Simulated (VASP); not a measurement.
# Rh in VASP: notebook

The runs below take Rh through single point, with LDA.

Program: VASP 6.6.1. These are calculated values, not measurements. Logs are shortened: lines on timing, memory, paths and dates and some standing lists are left out, and cuts for length are marked.

### 1 The cell of the first run

The cell holds a slab with vacuum, 5 atoms: a = 2.655 Å, b = 2.655 Å, c = 24.671 Å, α = 90.00°, β = 90.00°, γ = 120.00°.

### 2 Single point, LDA

File INCAR:

```
ALGO = Normal
DIPOL = 0.5 0.5 0.500
EDIFF = 1E-6
ENCUT = 520
GGA = CA
IDIPOL = 3
ISIF = 2
ISMEAR = -1
LASPH = T
LCHARG = F
LDIPOL = T
LREAL = F
LWAVE = F
NBANDS = 46
NELM = 80
PREC = Accurate
SIGMA = 0.08
```

File KPOINTS:

```
k-points
0
Gamma
  16 16 1
```

File POSCAR:

```
Rh
1.0
    2.6548623924      0.0000000000      0.0000000000
   -1.3274311962      2.2991782754      0.0000000000
    0.0000000000      0.0000000000     24.6707000000
Rh
5
Direct
    0.8333333330      0.1666666670      0.3242704046
    0.1666666670      0.8333333330      0.4121352021
    0.5000000000      0.5000000000      0.5000000000
    0.8333333330      0.1666666670      0.5878647979
    0.1666666670      0.8333333330      0.6757295954
```

Potentials or basis: VASP PAW LDA potentials, release 64 (Rh_pv).

On the command line:

```sh
$ cat potpaw_LDA.64/Rh_pv/POTCAR > POTCAR
$ mpirun -np 1 vasp_std > vasp.out
```

OUTCAR:

```text
EDIFF = 1E-6
   ENCUT = 520
   GGA = CA
   ISIF = 2
   ISMEAR = -1
   LASPH = T
   LREAL = F
   NELM = 80
   PREC = Accurate

 ion  position               nearest neighbor table
   1  0.833  0.167  0.324-   2 2.65   2 2.65   2 2.65
   2  0.167  0.833  0.412-   1 2.65   1 2.65   1 2.65   3 2.65   3 2.65   3 2.65
   3  0.500  0.500  0.500-   2 2.65   4 2.65   2 2.65   4 2.65   2 2.65   4 2.65
   4  0.833  0.167  0.588-   5 2.65   5 2.65   5 2.65   3 2.65   3 2.65   3 2.65
   5  0.167  0.833  0.676-   4 2.65   4 2.65   4 2.65

  LATTYP: Found a hexagonal cell.
 ALAT       =     2.6548623924
 C/A-ratio  =     9.2926473593

  Lattice vectors:

 A1 = (   2.6548623924,   0.0000000000,   0.0000000000)
 A2 = (  -1.3274311962,   2.2991782754,   0.0000000000)
 A3 = (   0.0000000000,   0.0000000000,  24.6707000000)

Analysis of symmetry for initial positions (statically):
=====================================================================
 Subroutine PRICEL returns:
 Original cell was already a primitive cell.

 Routine SETGRP: Setting up the symmetry group for a
 hexagonal supercell.

 Subroutine GETGRP returns: Found 12 space group operations
 (whereof  4 operations were pure point group operations)
 out of a pool of 24 trial point group operations.

The static configuration has the point symmetry C_2h.
 The point group associated with its full space group is D_3d.

Analysis of symmetry for dynamics (positions and initial velocities):
=====================================================================
 Subroutine PRICEL returns:
 Original cell was already a primitive cell.

 Routine SETGRP: Setting up the symmetry group for a
 hexagonal supercell.

 Subroutine GETGRP returns: Found 12 space group operations
 (whereof  4 operations were pure point group operations)
 out of a pool of 24 trial point group operations.

The dynamic configuration has the point symmetry C_2h.
 The point group associated with its full space group is D_3d.

 Subroutine INISYM returns: Found 12 space group operations
 (whereof  4 operations are pure point group operations),
 and found     1 'primitive' translations

----------------------------------------------------------------------------------------

                                     Primitive cell

  volume of cell :     150.5900

[... 100 lines left out ...]
   ISIF   =      2    stress and relaxation
   ISYM   =      2    0-nonsym 1-usesym 2-fastsym
   POTIM  = 0.5000    time-step for ionic-motion
   TEBEG  =    0.0;   TEEND  =   0.0 temperature during run
   PSTRESS=    0.0 pullay stress
   NELECT =      75.0000    total number of electrons
   NUPDOWN=      -1.0000    fix difference up-down
   EMIN   =  10.00;   EMAX   =-10.00  energy-range for DOS
   EFERMI =   0.00;   METHOD = LEGACY
   ISMEAR =    -1;   SIGMA  =   0.08  broadening in eV -4-tet -1-fermi 0-gaus
   EFERMI_NEDOS =   21; number of points for ismear=-14 and -15
   IALGO  =     38    algorithm
   IMIX   =      4    mixing-type and parameters
     AMIX     =   0.40;   BMIX     =  1.00
     AMIX_MAG =   1.60;   BMIX_MAG =  1.00
  volume/ion in A,a.u.               =      30.12       203.25
  Fermi-wavevector in a.u.,A,eV,Ry     =   1.297667  2.452235 22.911384  1.683939
  Thomas-Fermi vector in A             =   2.429045
   LORBIT       =      0    0 simple, 1 ext, 2 COOP (PROOUT), +10 PAW based schemes
   GGA     = CA    functional components
   LHFCALC =     F    Hartree Fock is set to
   AEXX    =    0.0000 exact exchange contribution
   IVDW    =     0    specifies the selected vdW correction
   LEPSILON=     F    determine dielectric tensor
   LRPA    =     F    only Hartree local field effects (RPA)
 non-spin polarized calculation
  energy-cutoff  :      520.00
  volume of cell :      150.59
 maximum number of plane-waves:      4121
 NGX is ok and might be reduce to    20
   NGX =  9   NGY =  9   NGZ = 91

 dipolmoment           0.000000      0.000000     -0.000000 electrons x Angstroem

 number of electron      74.9999989 magnetization

 dipolmoment           0.000000      0.000000      0.000000 electrons x Angstroem

 Free energy of the ion-electron system (eV)
  ---------------------------------------------------
  ext. energy  EPLUGINS =         0.00000000
  ---------------------------------------------------
  free energy    TOTEN  =       -41.51004241 eV

  energy without entropy =      -41.34804627  energy(sigma->0) =      -41.42904434

 E-fermi :   2.3341     XC(G=0):  -7.2305

 val. band max:        2.3187353722   @ k =   0.3750   0.2500   0.0000
 cond. band min:       2.3342346520   @ k =   0.0625   0.0625   0.0000
 fundamental gap:      0.0154992798
 Fermi energy:         2.3340866626

 k-point     1 :       0.0000    0.0000    0.0000
  band No.  band energies     occupation
      1     -44.6791      2.00000
      2     -44.4023      2.00000
      3     -44.1118      2.00000
      4     -44.0168      2.00000
      5     -44.0168      2.00000
      6     -43.9724      2.00000
[... 1165 lines left out ...]
     45       8.6237      0.00000
     46      10.4007      0.00000

 [... further k-points ...]

------------------------ aborting loop because EDIFF is reached ----------------------------------------

 vacuum level on the upper side and lower side of the slab       (xc-potential included)        -0.152        -0.152

  FORCE on cell =-STRESS in cart. coord.  units (eV):
  Direction    XX          YY          ZZ          XY          YZ          ZX
  --------------------------------------------------------------------------------------
  -------------------------------------------------------------------------------------
  Total       -3.0276845     -3.0276845     -1.6686236      0.0000000      0.0000000      0.0000000
  in kB      -32.2125469    -32.2125469    -17.7530444      0.0000000      0.0000000      0.0000000
  external PRESSURE =     -27.3927127 kB  Pullay stress =       0.0000000 kB

 VOLUME and BASIS-vectors are now :
 -----------------------------------------------------------------------------
  energy-cutoff  :      520.00
  volume of cell :      150.59
      direct lattice vectors                 reciprocal lattice vectors
     2.654862392  0.000000000  0.000000000     0.376667357  0.217469000  0.000000000
    -1.327431196  2.299178275  0.000000000     0.000000000  0.434938000  0.000000000
     0.000000000  0.000000000 24.670700000     0.000000000  0.000000000  0.040533913

 POSITION                                       TOTAL-FORCE (eV/Angst)
 -----------------------------------------------------------------------------------
      1.99115      0.38320      7.99998        -0.000000     -0.000000      0.335814
     -0.66372      1.91598     10.16766        -0.000000     -0.000000     -0.294374
      0.66372      1.14959     12.33535         0.000000     -0.000000      0.000000
      1.99115      0.38320     14.50304         0.000000      0.000000      0.294374
     -0.66372      1.91598     16.67072         0.000000      0.000000     -0.335814
 -----------------------------------------------------------------------------------
    total drift:                               -0.000000     -0.000000      0.000000

  FREE ENERGIE OF THE ION-ELECTRON SYSTEM (eV)
  ---------------------------------------------------
  free  energy   TOTEN  =       -41.5100424056 eV

  energy  without entropy=      -41.3480462741  energy(sigma->0) =      -41.42904434

 vacuum level on the upper side and lower side of the slab         7.818         7.818
```

Wall time 4.6 min (1 thread of Intel Xeon Platinum 8488C (Sapphire Rapids), shared host); peak memory 0.3 GiB.

Results:

```yaml
Free_energy: -41.5100 eV
Largest_force: 0.336 eV/Å
Band_gap_on_the_k_mesh: zero (an odd number of electrons rules out a gap without spin polarisation)
```

Forces on the atoms (eV/Å):
```
Rh   0.000  0.000  0.336
Rh   0.000  0.000 -0.294
Rh   0.000  0.000  0.000
Rh   0.000  0.000  0.294
Rh   0.000  0.000 -0.336
```

### 3 Single point, LDA

File INCAR:

```
SYSTEM = Rh
PREC     = Accurate       ! precision mode
ENCUT    = 520            ! plane-wave cutoff, eV
EDIFF    = 1E-7           ! SCF threshold, eV
ISMEAR   = -1             ! smearing method
SIGMA    = 0.08           ! smearing width, eV
LREAL    = .False.        ! projectors in reciprocal space
LASPH    = .True.         ! aspherical terms in the spheres
NELM     = 100            ! most SCF steps
ALGO     = Normal         ! electronic algorithm
ISIF     = 2              ! what is computed and relaxed
LWAVE    = .False.        ! write WAVECAR
LCHARG   = .False.        ! write CHGCAR
LDIPOL   = .True.       
IDIPOL   = 3            
DIPOL    = 0.5 0.5 0.500
NBANDS   = 46             ! bands
```

File KPOINTS:

```
regular mesh
0
Gamma
  16 16 1
  0 0 0
```

POSCAR is that of step 2.

Potentials or basis: VASP PAW LDA potentials, release 64 (Rh_pv).

On the command line:

```sh
$ cat potpaw_LDA.64/Rh_pv/POTCAR > POTCAR
$ mpirun -np 1 vasp_std > vasp.out
```

Wall time 4.9 min (1 thread of Intel Xeon Platinum 8488C (Sapphire Rapids), shared host); peak memory 0.3 GiB.

It converged, with:

```
Free energy            : -41.5100 eV
Largest force          : 0.336 eV/Å
Band gap on the k mesh : zero (an odd number of electrons rules out a gap without spin polarisation)
```

Forces in eV/Å, atoms in the order of the input:
```
Rh   0.000  0.000  0.336
Rh   0.000  0.000 -0.294
Rh   0.000  0.000  0.000
Rh   0.000  0.000  0.294
Rh   0.000  0.000 -0.336
```

Levels at points of the mesh, in eV from the Fermi level:
```tsv
k point	band 35	band 36	band 37	band 38	band 39	band 40
(0.00, 0.00, 0.00)	-1.07	-1.07	-0.93	-0.93	-0.45	-0.45
(0.50, 0.00, 0.00)	0.60	0.64	0.74	0.89	1.19	1.21
```
